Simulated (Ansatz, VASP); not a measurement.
## One calculation of Ag2BrCl, two programs

The input INCAR:

```
SYSTEM = Ag2BrCl
PREC = Accurate
ENCUT = 520
EDIFF = 1E-6
ISMEAR = 0
SIGMA = 0.01
LREAL = .False.
LASPH = .True.
NELM = 100
ALGO = Normal
ISIF = 2
LWAVE = .False.
LCHARG = .False.
GGA = PE
NBANDS = 26
```

Contents of KPOINTS:

```
Automatic mesh
0
Gamma
  6 6 6
  0 0 0
```

File POSCAR:

```
Ag2BrCl
1.0
    1.9866076901      1.1469684847      6.4585704369
   -1.9866076901      1.1469684847      6.4585704369
    0.0000000000     -2.2939369693      6.4585704369
Cl Br Ag
1 1 2
Direct
    1.0000000000      0.0000000000      0.0000000000
    0.5000000000      0.5000000000      0.5000000000
    0.2529498416      0.2529498416      0.2529498416
    0.7470501584      0.7470501584      0.7470501584
```

Input for Ansatz:

```yaml
crystal:
  lattice:
    - [1.9866076901, 1.1469684847, 6.4585704369]
    - [-1.9866076901, 1.1469684847, 6.4585704369]
    - [0.0, -2.2939369693, 6.4585704369]
  atoms:
    - { symbol: Cl, position: [1.0, 0.0, 0.0] }
    - { symbol: Br, position: [0.5, 0.5, 0.5] }
    - { symbol: Ag, position: [0.2529498416, 0.2529498416, 0.2529498416] }
    - { symbol: Ag, position: [0.7470501584, 0.7470501584, 0.7470501584] }
kpoints:
  mp_grid: { grid: [6, 6, 6] }
hamiltonian:
  xc: pbe
scf:
  occupations: { method: fixed }
  n_extra_bands: 5
output:
  forces: true
  stress: true
  eigenvalues: true
```

Alike in both runs: task single point; functional PBE; k mesh 6 × 6 × 6; no spin polarisation.

|  | VASP | Ansatz |
| --- | --- | --- |
| version | VASP 6.6.1 | Ansatz 0.2.0 |
| potentials or method | VASP PAW PBE potentials, release 64 (Cl, Br, Ag) | plane waves, PAW |
| plane-wave cutoff (eV) | 520 | 420 |
| occupations | gaussian, width 0.01 eV | fixed |
| valence electrons in the cell | 36 | 52 |

```csv
,VASP,Ansatz,Ansatz less VASP
gap on the k mesh at the Fermi level (eV),0.74,0.74,+0.002
pressure (GPa),2.9,3.0,+0.10
rms of the force components (eV/Å),0.013,0.012,-0.0007
```

Atom by atom the forces differ by 0.001 eV/Å (rms over components). VASP's potentials hold 36 valence electrons a cell and Ansatz's 52, so a difference there can come from the potentials and not from the codes.
